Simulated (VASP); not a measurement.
# CuO (Tenorite) (C2/c) in VASP: notebook, part 2 of 2

VASP 6.6.1. The steps go on from the part before.

## 4. Single point, r2SCAN+D4

This run uses another cell than the first one, of 10.63 Å³/atom, 0.973 times its volume.

Input file POSCAR:

```
CuO
1.0
    2.0367544743     -2.0333980649      0.1597410624
    2.0367544743      2.0333980649      0.1597410624
   -0.3942813306      0.0000000000      5.1039014481
Cu O
2 2
Direct
    0.5000000000      0.0000000000      0.5000000000
    0.0000000000      0.5000000000      0.0000000000
    0.5003520903      0.4996479097      0.7500000000
    0.4996479097      0.5003520903      0.2500000000
```

Input file INCAR.step1:

```
SYSTEM = CuO
PREC     = Accurate       ! precision mode
ENCUT    = 520            ! plane-wave cutoff, eV
ISMEAR   = -1             ! smearing method
SIGMA    = 0.05           ! smearing width, eV
LREAL    = .False.        ! projectors in reciprocal space
LASPH    = .True.         ! aspherical terms in the spheres
NELM     = 100            ! most SCF steps
NBANDS   = 25             ! bands
GGA      = PE             ! functional
ALGO     = Normal         ! electronic algorithm
EDIFF    = 1E-4           ! SCF threshold, eV
LWAVE    = .True.         ! write WAVECAR
LCHARG   = .False.        ! write CHGCAR
```

Input file INCAR.step2:

```
SYSTEM = CuO
PREC     = Accurate       ! precision mode
ENCUT    = 520            ! plane-wave cutoff, eV
EDIFF    = 1E-7           ! SCF threshold, eV
ISMEAR   = -1             ! smearing method
SIGMA    = 0.05           ! smearing width, eV
LREAL    = .False.        ! projectors in reciprocal space
LASPH    = .True.         ! aspherical terms in the spheres
NELM     = 100            ! most SCF steps
ALGO     = Normal         ! electronic algorithm
ISIF     = 2              ! what is computed and relaxed
LWAVE    = .False.        ! write WAVECAR
LCHARG   = .True.         ! write CHGCAR
METAGGA  = R2SCAN         ! meta-GGA
LMIXTAU  = .True.       
IVDW     = 13             ! dispersion correction
VDW_S6   = 1.0          
VDW_S8   = 0.6018749    
VDW_A1   = 0.51559235   
VDW_A2   = 5.77342911   
LELF     = .True.         ! ELF
LVHAR    = .True.       
NBANDS   = 25             ! bands
ISTART   = 1
```

Input file KPOINTS:

```
Automatic mesh
0
Gamma
  10 10 5
  0 0 0
```

Potentials or basis: VASP PAW PBE potentials, release 64 (Cu, O).

Started as:

```
> cat potpaw_PBE.64/Cu/POTCAR potpaw_PBE.64/O/POTCAR > POTCAR
> cp INCAR.step1 INCAR
> mpirun -np 1 vasp_std > vasp.out
> cp INCAR.step2 INCAR
> mpirun -np 1 vasp_std > vasp.out
```

OUTCAR:

```text
SYSTEM = CuO
   PREC = Accurate
   ENCUT = 520
   EDIFF = 1E-7
   ISMEAR = -1
   LREAL = .False.
   LASPH = .True.
   NELM = 100
   ISIF = 2
   METAGGA = R2SCAN
   IVDW = 13
   ISTART = 1

 ion  position               nearest neighbor table
   1  0.500  0.000  0.500-   4 1.93   3 1.93   4 1.93   3 1.93
   2  0.000  0.500  0.000-   3 1.93   4 1.93   4 1.93   3 1.93
   3  0.500  0.500  0.750-   1 1.93   2 1.93   2 1.93   1 1.93
   4  0.500  0.500  0.250-   2 1.93   1 1.93   2 1.93   1 1.93

  LATTYP: Found a base centered monoclinic cell.
 ALAT       =     4.0860181084
 B/A-ratio  =     0.9952956697
 C/A-ratio  =     1.2528353928
 COS(beta)  =    -0.0011711537

  Lattice vectors:

 A1 = (  -2.0367544743,   2.0333980649,  -0.1597410624)
 A2 = (  -2.0367544743,  -2.0333980649,  -0.1597410624)
 A3 = (  -0.3942813306,   0.0000000000,   5.1039014481)

Analysis of symmetry for initial positions (statically):
=====================================================================
 Subroutine PRICEL returns:
 Original cell was already a primitive cell.

 Routine SETGRP: Setting up the symmetry group for a
 base centered monoclinic supercell.

 Subroutine GETGRP returns: Found  4 space group operations
 (whereof  2 operations were pure point group operations)
 out of a pool of  4 trial point group operations.

The static configuration has the point symmetry S_2 .
 The point group associated with its full space group is C_2h.

Analysis of symmetry for dynamics (positions and initial velocities):
=====================================================================
 Subroutine PRICEL returns:
 Original cell was already a primitive cell.

 Routine SETGRP: Setting up the symmetry group for a
 base centered monoclinic supercell.

 Subroutine GETGRP returns: Found  4 space group operations
 (whereof  2 operations were pure point group operations)
 out of a pool of  4 trial point group operations.

The dynamic configuration has the point symmetry S_2 .
 The point group associated with its full space group is C_2h.

 Subroutine INISYM returns: Found  4 space group operations
 (whereof  2 operations are pure point group operations),
 and found     1 'primitive' translations

----------------------------------------------------------------------------------------

                                     Primitive cell

  volume of cell :      42.5321

  direct lattice vectors                    reciprocal lattice vectors
     2.036754474 -2.033398065  0.159741062     0.244010205 -0.245893811  0.018850025
     2.036754474  2.033398065  0.159741062     0.244010205  0.245893811  0.018850025
    -0.394281331  0.000000000  5.103901448    -0.015273982  0.000000000  0.194748618

  length of vectors
     2.882463128  2.882463128  5.119108102     0.346929489  0.346929489  0.195346663

  position of ions in fractional coordinates (direct lattice)
     0.500000000  0.000000000  0.500000000
     0.000000000  0.500000000  1.000000000
     0.500352090  0.499647910  0.750000000
     0.499647910  0.500352090  0.250000000

  ion indices of the primitive-cell ions
   primitive index   ion index
                 1           1
                 2           2
                 3           3
                 4           4

----------------------------------------------------------------------------------------

[... 27 lines left out ...]
  0.100000  0.000000  0.000000      4.000000
  0.200000  0.000000  0.000000      4.000000
  0.300000  0.000000  0.000000      4.000000
  0.400000  0.000000  0.000000      4.000000
  0.500000  0.000000 -0.000000      2.000000
[... 16 lines left out ...]
  0.300000  0.300000  0.000000      2.000000
  0.400000  0.300000  0.000000      4.000000
 [... further k-points ...]
   k-points           NKPTS =    141   k-points in BZ     NKDIM =    141   number of bands    NBANDS=     25
   number of dos      NEDOS =    301   number of ions     NIONS =      4
   total plane-waves  NPLWV =  23040
   dimension x,y,z NGX =    24 NGY =   24 NGZ =   40
   dimension x,y,z NGXF=    48 NGYF=   48 NGZF=   80
   ions per type =               2   2
   NGX,Y,Z   is equivalent  to a cutoff of  13.84, 13.84, 12.99 a.u.
   NGXF,Y,Z  is equivalent  to a cutoff of  27.68, 27.68, 25.98 a.u.
 SYSTEM =  CuO
   PREC   = accura    normal or accurate (medium, high low for compatibility)
   ISTART =      1    job   : 0-new  1-cont  2-samecut
   ICHARG =      0    charge: 1-file 2-atom 10-const
   ISPIN  =      1    spin polarized calculation?
   LNONCOLLINEAR =      F non collinear calculations
   LSORBIT =      F    spin-orbit coupling
   LASPH  =      T    aspherical Exc in radial PAW
   ENCUT  =  520.0 eV  38.22 Ry    6.18 a.u.   5.36  5.36  9.52*2*pi/ulx,y,z
   NELM   =    100;   NELMIN=  2; NELMDL=  0     # of ELM steps
   EDIFF  = 0.1E-06   stopping-criterion for ELM
   LREAL  =      F    real-space projection
   EDIFFG = 0.1E-05   stopping-criterion for IOM
   NSW    =      0    number of steps for IOM
   IBRION =     -1    ionic relax: 0-MD 1-quasi-New 2-CG
   NFREE  =      0    steps in history (QN), initial steepest desc. (CG)
   ISIF   =      2    stress and relaxation
   ISYM   =      2    0-nonsym 1-usesym 2-fastsym
   POTIM  = 0.5000    time-step for ionic-motion
   TEBEG  =    0.0;   TEEND  =   0.0 temperature during run
   PSTRESS=    0.0 pullay stress
   NELECT =      34.0000    total number of electrons
   NUPDOWN=      -1.0000    fix difference up-down
   EMIN   =  10.00;   EMAX   =-10.00  energy-range for DOS
   EFERMI =   0.00;   METHOD = LEGACY
   ISMEAR =    -1;   SIGMA  =   0.05  broadening in eV -4-tet -1-fermi 0-gaus
   EFERMI_NEDOS =   21; number of points for ismear=-14 and -15
   IALGO  =     38    algorithm
   IMIX   =      4    mixing-type and parameters
     AMIX     =   0.40;   BMIX     =  1.00
     AMIX_MAG =   1.60;   BMIX_MAG =  1.00
  volume/ion in A,a.u.               =      10.63        71.76
  Fermi-wavevector in a.u.,A,eV,Ry     =   1.519365  2.871184 31.408659  2.308471
  Thomas-Fermi vector in A             =   2.628361
   LORBIT       =      0    0 simple, 1 ext, 2 COOP (PROOUT), +10 PAW based schemes
   METAGGA = R2SCAN    functional components
   LHFCALC =     F    Hartree Fock is set to
   AEXX    =    0.0000 exact exchange contribution
   IVDW    =    13    specifies the selected vdW correction
   LEPSILON=     F    determine dielectric tensor
   LRPA    =     F    only Hartree local field effects (RPA)
 non-spin polarized calculation
  energy-cutoff  :      520.00
  volume of cell :       42.53
 maximum number of plane-waves:      1160
 NGX is ok and might be reduce to    24
   NGX = 11   NGY = 11   NGZ = 19

 number of electron      33.9999966 magnetization

 Free energy of the ion-electron system (eV)
  ---------------------------------------------------
  ext. energy  EPLUGINS =         0.00000000
  ---------------------------------------------------
  free energy    TOTEN  =       -36.47360879 eV

  energy without entropy =      -36.45280443  energy(sigma->0) =      -36.46320661

 E-fermi :   5.2176     XC(G=0): -12.2541

 val. band max:        5.2170611729   @ k =   0.5000   0.5000   0.4000
 cond. band min:       5.2264327228   @ k =  -0.3000   0.5000   0.4000
 fundamental gap:      0.0093715499
 Fermi energy:         5.2175803816

 k-point     1 :       0.0000    0.0000    0.0000
  band No.  band energies     occupation
      1     -16.0769      2.00000
      2     -14.7418      2.00000
      3      -3.5104      2.00000
      4      -0.6715      2.00000
      5      -0.6618      2.00000
      6       1.1333      2.00000
[... 661 lines left out ...]
     24      18.1881      0.00000
     25      19.6371      0.00000

 [... further k-points ...]

------------------------ aborting loop because EDIFF is reached ----------------------------------------

  DFT-D4 for vdW energy calculation

  Edisp (eV):   -0.45845

  FORCE on cell =-STRESS in cart. coord.  units (eV):
  Direction    XX          YY          ZZ          XY          YZ          ZX
  --------------------------------------------------------------------------------------
  -------------------------------------------------------------------------------------
  Total       0.22097     0.22612     0.34319     0.00000     0.00000    -0.01052
  in kB       8.32378     8.51782    12.92799     0.00000     0.00000    -0.39646
  external pressure =        9.92 kB  Pullay stress =        0.00 kB

 VOLUME and BASIS-vectors are now :
 -----------------------------------------------------------------------------
  energy-cutoff  :      520.00
  volume of cell :       42.53
      direct lattice vectors                 reciprocal lattice vectors
     2.036754474 -2.033398065  0.159741062     0.244010205 -0.245893811  0.018850025
     2.036754474  2.033398065  0.159741062     0.244010205  0.245893811  0.018850025
    -0.394281331  0.000000000  5.103901448    -0.015273982  0.000000000  0.194748618

 POSITION                                       TOTAL-FORCE (eV/Angst)
 -----------------------------------------------------------------------------------
      0.82124     -1.01670      2.63182        -0.000000      0.000000      0.000000
      1.01838      1.01670      0.07987        -0.000000      0.000000      0.000000
      1.74104     -0.00143      3.98767         0.000000     -0.000110      0.000000
      1.93818      0.00143      1.43572         0.000000      0.000110     -0.000000
 -----------------------------------------------------------------------------------
    total drift:                                0.000000      0.000000     -0.000000

  FREE ENERGIE OF THE ION-ELECTRON SYSTEM (eV)
  ---------------------------------------------------
  free  energy   TOTEN  =       -36.9320582657 eV

  energy  without entropy=      -36.9112539052  energy(sigma->0) =      -36.92165609
```

It took 9.6 min on 1 thread of Intel Xeon Platinum 8259CL at 2.50GHz (Skylake/Cascade Lake), shared host; peak memory 0.26 GiB.

Results:

- Free energy: -36.9321 eV
- Pressure: 1.0 GPa
- Band gap on the k mesh: zero (band 17 reaches 5.91 eV, above the bottom of band 18 at 4.96 eV)
- Dispersion energy per atom: -0.115 eV

Caveat: the PAW data sets were made with another functional, which shifts forces and pressure a little; semilocal functionals often make such compounds metallic where correlation or magnetic order opens a gap, which also shifts bond lengths; pairwise dispersion overbinds metals, which lowers pressure and volume. With open d or f shells a metallic result of r2SCAN can be an artefact of self-interaction; +U or a hybrid may open a gap.

## 5. Single point, revPBE+D3(BJ)

This run uses another cell than the first one, of 10.87 Å³/atom, 0.995 times its volume.

Input file INCAR:

```
PREC     = Accurate       # precision mode
ENCUT    = 700            # plane-wave cutoff, eV
EDIFF    = 1E-6           # SCF threshold, eV
ISMEAR   = -1             # smearing method
SIGMA    = 0.05           # smearing width, eV
LREAL    = F              # projectors in reciprocal space
LASPH    = T              # aspherical terms in the spheres
NELM     = 120            # most SCF steps
ALGO     = Normal         # electronic algorithm
ISIF     = 2              # what is computed and relaxed
LWAVE    = F              # write WAVECAR
LCHARG   = F              # write CHGCAR
GGA      = RE             # functional
IVDW     = 12             # dispersion correction
NBANDS   = 33             # bands
GGA_COMPAT= F
```

Input file KPOINTS:

```
Automatic mesh
0
Gamma
  10 10 5
```

Input file POSCAR:

```
CuO
1.0
    2.0522070999     -2.0436168346      0.1582398579
    2.0522070999      2.0436168346      0.1582398579
   -0.4031324748      0.0000000000      5.1524302789
Cu O
2 2
Direct
    0.5000000000      0.0000000000      0.5000000000
    0.0000000000      0.5000000000      0.0000000000
    0.4996618142      0.5003381858      0.7500000000
    0.5003381858      0.4996618142      0.2500000000
```

Potentials or basis: VASP PAW PBE potentials, release 64 (Cu_sv_GW, O).

Started as:

```
> cat potpaw_PBE.64/Cu_sv_GW/POTCAR potpaw_PBE.64/O/POTCAR > POTCAR
> mpirun -np 1 vasp_std > vasp.out
```

It took 4.1 min on 1 thread of AMD EPYC 9R45 (Zen 5), shared host; peak memory 0.39 GiB.

The run converged. Its results:

```yaml
Free_energy: -20.4725 eV
Pressure: -2.8 GPa
Band_gap_on_the_k_mesh: zero (band 25 reaches 5.94 eV, above the bottom of band 26 at 5.03 eV)
Dispersion_energy_per_atom: -0.520 eV
```

Levels at points of the mesh, in eV from the Fermi level:
```
           k point  band 23  band 24  band 25  band 26  band 27  band 28
(0.00, 0.00, 0.00)    -2.32    -1.99     0.67     0.69     1.46     6.17
(0.50, 0.00, 0.00)    -1.59    -1.52     0.23     0.47     3.59     5.98
(0.50, 0.50, 0.00)    -1.58    -1.19    -1.19     1.18     2.15     7.14
```

Caveat: the PAW data sets were made with another functional, which shifts forces and pressure a little; semilocal functionals often make such compounds metallic where correlation or magnetic order opens a gap, which also shifts bond lengths; pairwise dispersion overbinds metals, which lowers pressure and volume. With open d or f shells a metallic result of revPBE can be an artefact of self-interaction; +U or a hybrid may open a gap.

## 6. Overview

```csv
level,potentials or basis,U,cell,cutoff (eV),second run,gap on the mesh (eV),pressure (GPa)
r2SCAN+U,"VASP PAW PBE potentials, release 64 (Cu, O)",Cu d U = 6.0 eV,"a = 2.912, b = 2.912, c = 5.154 Å, angles 91.0, 91.0, 89.6°, 4 atoms",520,-,none,-5.6
PBE+D3(BJ),"VASP PAW PBE potentials, release 64 (Cu, O)",-,"a = 2.912, b = 2.912, c = 5.141 Å, angles 90.0, 90.0, 89.7°, 4 atoms",520,-,none,0.7
r2SCAN+D4,"VASP PAW PBE potentials, release 64 (Cu, O)",-,"a = 2.882, b = 2.882, c = 5.119 Å, angles 90.0, 90.0, 89.7°, 4 atoms",520,-,none,1.0
revPBE+D3(BJ),"VASP PAW PBE potentials, release 64 (Cu_sv_GW, O)",-,"a = 2.901, b = 2.901, c = 5.168 Å, angles 90.0, 90.0, 89.6°, 4 atoms",700,valence_matched,none,-2.8
```

Alike in all rows: task single point; no spin polarisation; k mesh 10 × 10 × 5; smearing fermi-dirac 0.05 eV.

Caveats: the PAW data sets were made with another functional, which shifts forces and pressure a little (some runs); semilocal functionals often make such compounds metallic where correlation or magnetic order opens a gap, which also shifts bond lengths (some runs); pairwise dispersion overbinds metals, which lowers pressure and volume (some runs); U without spin polarisation on a metal has little footing (some runs).

Absolute energies hang on the potentials; compare differences alone.
